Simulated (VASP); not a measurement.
ZnCu: single point with r2SCAN

Crystal: ZnCu.

```
Zn Cu
1.0
     1.44725   -2.06313    0.00000
     1.44725    2.06313    0.00000
     0.00000    0.00000    4.02724
Zn Cu
1 1
Direct
  0.50000 0.50000 0.50000
  0.00000 0.00000 0.00000
```

```
Program             : VASP 6.6.1
Task                : single point
Functional          : r2SCAN
Potentials or basis : VASP PAW PBE potentials, release 64 (Zn, Cu)
Cutoff              : 520 eV
k mesh              : 12 × 12 × 7
Occupations         : methfessel-paxton, width 0.1 eV
Spin                : no spin polarisation
```

```
Pressure : 6.3 GPa
```

Stress tensor (GPa, compression positive):
```
7.46 0.00 0.00
0.00 5.43 0.00
0.00 0.00 6.15
```

Levels at points of the mesh, in eV from the Fermi level:
```tsv
k point	band 9	band 10	band 11	band 12	band 13	band 14	band 15	band 16
(0.00, 0.00, 0.00)	-2.68	-2.64	-2.56	-1.93	2.74	16.00	16.51	19.79
(0.50, 0.00, 0.00)	-2.91	-2.73	-2.36	-0.72	7.22	7.54	7.54	8.62
(0.50, 0.50, 0.00)	-2.99	-2.38	-1.91	2.12	6.73	6.88	7.23	11.89
```

Wall time 2.9 min on 1 thread of Intel(R) Xeon(R) Platinum 8488C (Sapphire Rapids), with other jobs on the host, peak memory 0.2 GiB.

Caveat: the PAW data sets were made with another functional, which shifts forces and pressure a little.
